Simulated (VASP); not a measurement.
Ga:

```
CELL_PARAMETERS angstrom
2.71648 0.00000 0.00000
0.00000 2.71648 0.00000
0.00000 0.00000 2.71648
ATOMIC_POSITIONS crystal
Ga 0.00000 0.00000 0.00000
```

- Program: VASP 6.6.1
- Task: relaxation of cell and atoms
- Functional: revPBE
- Potentials or basis: VASP PAW PBE potentials, release 64 (Ga_d)
- Cutoff: 600 eV
- k mesh: 10 × 10 × 10
- Occupations: fermi-dirac, width 0.05 eV
- Spin: no spin polarisation

At the start: pressure 1.5 GPa; volume 20.05 Å³/atom.

How do energy, volume and symmetry change on relaxing?

Over 5 steps the energy falls by 4.0 meV/atom and the volume is 20.85 Å³/atom (+4.0 %); space group Pm-3m (No. 221, to 0.05 Å).

The path:
```csv
step,energy change (eV),largest force (eV/Å),pressure (GPa),volume (Å³)
1,0.0000,0.0000,1.54,20.05
2,-0.0036,0.0000,0.56,20.61
3,-0.0032,0.0000,-0.56,21.22
4,-0.0040,0.0000,-0.13,20.91
5,-0.0040,0.0000,0.06,20.85
```

Final structure:
```yaml
crystal:
  lattice:
    - [2.75238, 0.00000, 0.00000]
    - [0.00000, 2.75238, 0.00000]
    - [0.00000, 0.00000, 2.75238]
  atoms:
    - { symbol: Ga, position: [0.00000, 0.00000, 0.00000] }
```

Caveat: the PAW data sets were made with another functional, which shifts forces and pressure a little.
